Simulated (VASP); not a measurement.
# Ir (Pmma) in VASP: single point with PBEsol

Aim: the single point of Ir with PBEsol.

All numbers are computed with VASP 6.6.1; they aren't measurements. Logs are shortened: lines on timing, memory, paths and dates and some standing lists are left out, and cuts for length are marked.

## (1) The cell of the first run

Symmetry: Pmma, No. 51, orthorhombic system. Conventional cell: a = 12.238 Å, b = 2.233 Å, c = 7.193 Å, α = 90.00°, β = 90.00°, γ = 90.00°. Within 3.0 Å of Ir (site symmetry mm2) lie 2 Ir at 2.23 Å.

## (2) Single point, PBEsol

The input, POSCAR:

```
Ir
1.0
   12.2384550000      0.0000000000      0.0000000000
    0.0000000000      2.2334310000      0.0000000000
    0.0000000000      0.0000000000      7.1930010000
Ir
2
Direct
    0.2500000000      0.0000000000      0.1639880000
    0.7500000000      0.0000000000      0.8360120000
```

The input, INCAR.step1:

```
SYSTEM = Ir
PREC     = Accurate       ! precision mode
ENCUT    = 520            ! plane-wave cutoff, eV
EDIFF    = 1E-7           ! SCF threshold, eV
ISMEAR   = -1             ! smearing method
SIGMA    = 0.1            ! smearing width, eV
LREAL    = .FALSE.        ! projectors in reciprocal space
LASPH    = .TRUE.         ! aspherical terms in the spheres
NELM     = 100            ! most SCF steps
ALGO     = Normal         ! electronic algorithm
ISIF     = 2              ! what is computed and relaxed
LWAVE    = .FALSE.        ! write WAVECAR
LCHARG   = .TRUE.         ! write CHGCAR
LMAXMIX  = 4              ! l up to which the mixer works
GGA      = PS             ! functional
NBANDS   = 16             ! bands
```

The input, KPOINTS.step1:

```
Automatic mesh
0
G
  3 15 5
  0 0 0
```

The input, INCAR.step2:

```
SYSTEM = Ir
PREC     = Accurate       ! precision mode
ENCUT    = 520            ! plane-wave cutoff, eV
EDIFF    = 1E-7           ! SCF threshold, eV
ISMEAR   = -5             ! smearing method
SIGMA    = 0.1            ! smearing width, eV
LREAL    = .FALSE.        ! projectors in reciprocal space
LASPH    = .TRUE.         ! aspherical terms in the spheres
NELM     = 100            ! most SCF steps
ALGO     = Normal         ! electronic algorithm
ISIF     = 2              ! what is computed and relaxed
LWAVE    = .FALSE.        ! write WAVECAR
LCHARG   = .FALSE.        ! write CHGCAR
LMAXMIX  = 4              ! l up to which the mixer works
GGA      = PS             ! functional
LORBIT   = 10             ! projections on sites
NEDOS    = 2001           ! points of the DOS
ICHARG   = 11             ! starting density
```

The input, KPOINTS.step2:

```
Automatic mesh
0
G
  5 23 8
  0 0 0
```

Potentials or basis: VASP PAW PBE potentials, release 64 (Ir).

On the command line:

```sh
$ cat potpaw_PBE.64/Ir/POTCAR > POTCAR
$ cp INCAR.step1 INCAR
$ cp KPOINTS.step1 KPOINTS
$ mpirun -np 1 vasp_std > vasp.out
$ cp INCAR.step2 INCAR
$ cp KPOINTS.step2 KPOINTS
$ mpirun -np 1 vasp_std > vasp.out
```

OUTCAR:

```text
SYSTEM = Ir
   PREC = Accurate
   ENCUT = 520
   EDIFF = 1E-7
   ISMEAR = -5
   LREAL = .FALSE.
   LASPH = .TRUE.
   NELM = 100
   ISIF = 2
   GGA = PS
   LORBIT = 10
   ICHARG = 11

 ion  position               nearest neighbor table
   1  0.250  0.000  0.164-
   2  0.750  0.000  0.836-

  LATTYP: Found a simple orthorhombic cell.
 ALAT       =     2.2334310000
 B/A-ratio  =     3.2206058750
 C/A-ratio  =     5.4796655907

  Lattice vectors:

 A1 = (   0.0000000000,   2.2334310000,   0.0000000000)
 A2 = (   0.0000000000,   0.0000000000,   7.1930010000)
 A3 = (  12.2384550000,   0.0000000000,   0.0000000000)

Analysis of symmetry for initial positions (statically):
=====================================================================
 Subroutine PRICEL returns:
 Original cell was already a primitive cell.

 Routine SETGRP: Setting up the symmetry group for a
 simple orthorhombic supercell.

 Subroutine GETGRP returns: Found  8 space group operations
 (whereof  4 operations were pure point group operations)
 out of a pool of  8 trial point group operations.

The static configuration has the point symmetry C_2h.
 The point group associated with its full space group is D_2h.

Analysis of symmetry for dynamics (positions and initial velocities):
=====================================================================
 Subroutine PRICEL returns:
 Original cell was already a primitive cell.

 Routine SETGRP: Setting up the symmetry group for a
 simple orthorhombic supercell.

 Subroutine GETGRP returns: Found  8 space group operations
 (whereof  4 operations were pure point group operations)
 out of a pool of  8 trial point group operations.

The dynamic configuration has the point symmetry C_2h.
 The point group associated with its full space group is D_2h.

 Subroutine INISYM returns: Found  8 space group operations
 (whereof  4 operations are pure point group operations),
 and found     1 'primitive' translations

----------------------------------------------------------------------------------------

                                     Primitive cell

  volume of cell :     196.6117

  direct lattice vectors                    reciprocal lattice vectors
    12.238455000  0.000000000  0.000000000     0.081709660  0.000000000  0.000000000
     0.000000000  2.233431000  0.000000000     0.000000000  0.447741614  0.000000000
     0.000000000  0.000000000  7.193001000     0.000000000  0.000000000  0.139024032

[... 101 lines left out ...]
   EFERMI_NEDOS =   21; number of points for ismear=-14 and -15
   IALGO  =     38    algorithm
   IMIX   =      4    mixing-type and parameters
     AMIX     =   0.40;   BMIX     =  1.00
     AMIX_MAG =   1.60;   BMIX_MAG =  1.00
  volume/ion in A,a.u.               =      98.31       663.40
  Fermi-wavevector in a.u.,A,eV,Ry     =   0.737841  1.394317  7.407132  0.544409
  Thomas-Fermi vector in A             =   1.831619
   LORBIT       =     10    0 simple, 1 ext, 2 COOP (PROOUT), +10 PAW based schemes
   GGA     = PS    functional components
   LHFCALC =     F    Hartree Fock is set to
   AEXX    =    0.0000 exact exchange contribution
   IVDW    =     0    specifies the selected vdW correction
   LEPSILON=     F    determine dielectric tensor
   LRPA    =     F    only Hartree local field effects (RPA)
 non-spin polarized calculation
 Fermi weights with tetrahedron method with Bloechl corrections
  energy-cutoff  :      520.00
  volume of cell :      196.61
 maximum number of plane-waves:      5344
 NGX is ok and might be reduce to    96

 number of electron      18.0000000 magnetization

 Free energy of the ion-electron system (eV)
  ---------------------------------------------------
  ext. energy  EPLUGINS =         0.00000000
  ---------------------------------------------------
  free energy    TOTEN  =       -10.79917255 eV

  energy without entropy =      -10.79917255  energy(sigma->0) =      -10.79917255

 E-fermi :  -3.6063     XC(G=0):  -4.1475

 val. band max:       -3.6117515769   @ k =   0.4000   0.4348   0.5000
 cond. band min:      -3.5391157273   @ k =   0.4000   0.4783   0.0000
 fundamental gap:      0.0726358496
 Fermi energy:        -3.6063099085

 k-point     1 :       0.0000    0.0000    0.0000
  band No.  band energies     occupation
      1     -11.3515      2.00000
      2     -11.3511      2.00000
      3      -5.8894      2.00000
      4      -5.8330      2.00000
      5      -5.2648      2.00000
      6      -5.2612      2.00000
      7      -5.2597      2.00000
      8      -5.2555      2.00000
      9      -1.2728      0.00000
     10      -1.2728      0.00000
     11      -1.2728      0.00000
     12      -1.2728      0.00000
     13      -0.9781      0.00000
[... 354 lines left out ...]
  band No.  band energies     occupation
      1      -6.8715      2.00000
      2      -6.8708      2.00000
      3      -6.8699      2.00000
      4      -6.8697      2.00000
      5      -4.3879      2.00000
      6      -4.3857      2.00000
      7      -4.1726      2.00000
      8      -4.1723      2.00000
      9      -4.1680      2.00000
     10      -4.1677      2.00000
     11      -3.3285      0.30792
     12      -3.3157      0.28369
     13       3.0972      0.00000

 [... further k-points ...]

------------------------ aborting loop because EDIFF is reached ----------------------------------------

  FORCE on cell =-STRESS in cart. coord.  units (eV):
  Direction    XX          YY          ZZ          XY          YZ          ZX
  --------------------------------------------------------------------------------------
  -------------------------------------------------------------------------------------
  Total        1.5284465      2.1084971      1.5339493      0.0000000      0.0000000     -0.0000000
  in kB       12.4552247     17.1820248     12.5000670      0.0000000      0.0000000     -0.0000000
  external PRESSURE =      14.0457722 kB  Pullay stress =       0.0000000 kB

 VOLUME and BASIS-vectors are now :
 -----------------------------------------------------------------------------
  energy-cutoff  :      520.00
  volume of cell :      196.61
      direct lattice vectors                 reciprocal lattice vectors
    12.238455000  0.000000000  0.000000000     0.081709660  0.000000000  0.000000000
     0.000000000  2.233431000  0.000000000     0.000000000  0.447741614  0.000000000
     0.000000000  0.000000000  7.193001000     0.000000000  0.000000000  0.139024032

 POSITION                                       TOTAL-FORCE (eV/Angst)
 -----------------------------------------------------------------------------------
      3.05961      0.00000      1.17957         0.000000      0.000000     -0.000685
      9.17884      0.00000      6.01344        -0.000000      0.000000      0.000685
 -----------------------------------------------------------------------------------
    total drift:                                0.000000      0.000000     -0.000000

  FREE ENERGIE OF THE ION-ELECTRON SYSTEM (eV)
  ---------------------------------------------------
  free  energy   TOTEN  =       -10.7991725537 eV

  energy  without entropy=      -10.7991725537  energy(sigma->0) =      -10.79917255

 total charge

# of ion       s       p       d       tot
------------------------------------------
    1        0.762   0.299   7.122   8.184
    2        0.762   0.299   7.122   8.184
--------------------------------------------------
tot          1.524   0.598  14.245  16.367
```

It took 11 min on 1 thread of AMD EPYC 7R13, shared host; peak memory 0.56 GiB.

What came out:

| Quantity | Value |
| --- | --- |
| Valence electrons inside the program's atomic spheres | Ir 8.18 |

Caveat: the PAW data sets were made with another functional, which shifts forces and pressure a little; spin-orbit coupling is left out, which moves the levels of the heavy elements.
